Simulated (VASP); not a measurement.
Here is a VASP 6.6.1 calculation.

POSCAR

```
Cl
1.0
    3.1450000000     -2.2500000000      0.0000000000
    3.1450000000      2.2500000000      0.0000000000
    0.0000000000      0.0000000000      8.2100000000
Cl
4
Direct
    0.3700000000      0.6300000000      0.4000000000
    0.1300000000      0.8700000000      0.9000000000
    0.6300000000      0.3700000000      0.6000000000
    0.8700000000      0.1300000000      0.1000000000
```

The input INCAR.step1:

```
SYSTEM = Cl
PREC = Accurate ; ENCUT = 520
EDIFF = 1E-5 ; ISMEAR = -1
SIGMA = 0.05 ; LREAL = .False.
LASPH = .True. ; NELM = 100
ALGO = Normal ; ISIF = 2
LWAVE = .True. ; GGA = PE
NBANDS = 22
```

The input INCAR.step2:

```
SYSTEM = Cl
PREC = Accurate ; ENCUT = 520
EDIFF = 1E-7 ; ISMEAR = -1
SIGMA = 0.05 ; LREAL = .False.
LASPH = .True. ; NELM = 100
ALGO = Normal ; ISIF = 2
LWAVE = .False. ; LCHARG = .True.
GGA = PE ; LHFCALC = .True.
AEXX = 0.15 ; HFSCREEN = 0.2078699
PRECFOCK = Normal ; LELF = .True.
LVHAR = .True. ; ISTART = 1
NBANDS = 22
```

File KPOINTS:

```
Automatic mesh
0
Gamma
  4 4 2
  0 0 0
```

Potentials or basis: VASP PAW PBE potentials, release 64 (Cl).

The run is started by

```bash
$ cat potpaw_PBE.64/Cl/POTCAR > POTCAR
$ cp INCAR.step1 INCAR
$ mpirun -np 1 vasp_std > vasp.out
$ cp INCAR.step2 INCAR
$ mpirun -np 1 vasp_std > vasp.out
```

Question: What does it give for the band gap on the k mesh?

Answer: 3.49 eV (least direct gap 3.57 eV).

Question: Predict the largest force.

Answer: 0.585 eV/Å.

Question: What does it give for the pressure?

Answer: -0.4 GPa.

Forces on the atoms (eV/Å):
```
Cl   0.000 -0.395  0.432
Cl   0.000  0.395  0.432
Cl   0.000  0.395 -0.432
Cl   0.000 -0.395 -0.432
```

Caveat: the k points lie up to 0.43 Å⁻¹ apart; this functional lacks dispersion, which holds the molecules together, so the pressure and a relaxed volume are unreliable; the PAW data sets were made with another functional, which shifts forces and pressure a little. A k mesh can miss the band edges.
